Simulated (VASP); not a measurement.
Here is a VASP 6.6.1 calculation.

The input INCAR:

```
ALGO = Normal
EDIFF = 1E-6
ENCUT = 520
GGA = PE
ISIF = 2
ISMEAR = -1
LASPH = T
LCHARG = F
LREAL = F
LWAVE = F
NBANDS = 13
NELM = 80
PREC = Accurate
SIGMA = 0.06122561905347299
```

The input KPOINTS:

```
k-points
0
Gamma
  10 10 10
```

File POSCAR:

```
Se
1.0
    0.0000000000      3.1874341901      3.1874341901
    3.1874341901      0.0000000000      3.1874341901
    3.1874341901      3.1874341901      0.0000000000
Se
2
Direct
    0.0000000000      0.0000000000      0.0000000000
    0.2500000000      0.2500000000      0.2500000000
```

Potentials or basis: VASP PAW PBE potentials, release 64 (Se).

Run with:

```sh
$ cat potpaw_PBE.64/Se/POTCAR > POTCAR
$ mpirun -np 1 vasp_std > vasp.out
```

Question: Predict the band gap on the k mesh.

Answer: Zero (bands 6 and 7 overlap by 1.03 eV).

Question: Estimate the pressure.

Answer: -0.7 GPa.
